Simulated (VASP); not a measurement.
**SnTe: single point with r2SCAN**

Crystal: SnTe.

```
CELL_PARAMETERS angstrom
0.00000 3.19034 3.19034
3.19034 0.00000 3.19034
3.19034 3.19034 0.00000
ATOMIC_POSITIONS crystal
Sn 0.50000 0.50000 0.50000
Te 0.00000 0.00000 0.00000
```

```
Program             : VASP 6.6.1
Task                : single point
Functional          : r2SCAN
Potentials or basis : VASP PAW PBE potentials, release 64 (Sn_d, Te)
Cutoff              : 520 eV
k mesh              : 6 × 6 × 6
Occupations         : gaussian, width 0.05 eV
Spin                : no spin polarisation
```

```json
{
  "Pressure": "-0.1 GPa",
  "Band gap on the k mesh": "0.15 eV, direct"
}
```

Levels at points of the mesh, in eV from the valence-band top:
```tsv
k point	band 7	band 8	band 9	band 10	band 11	band 12	band 13	band 14
(0.00, 0.00, 0.00)	-4.89	-2.37	-2.37	-2.37	3.36	3.36	3.36	5.05
(0.50, 0.00, 0.00)	-8.59	-2.01	-2.01	0.00	0.15	0.35	0.35	8.13
(0.50, 0.50, 0.00)	-6.73	-5.70	-3.92	-3.92	2.47	4.94	4.94	6.43
```

Run time: 100 s on 1 thread of AMD EPYC 9R45 (Zen 5), with other jobs on the host, peak memory 0.18 GiB.

Caveat: the PAW data sets were made with another functional, which shifts forces and pressure a little; spin-orbit coupling is left out, which moves the levels of the heavy elements. A k mesh can miss the band edges.
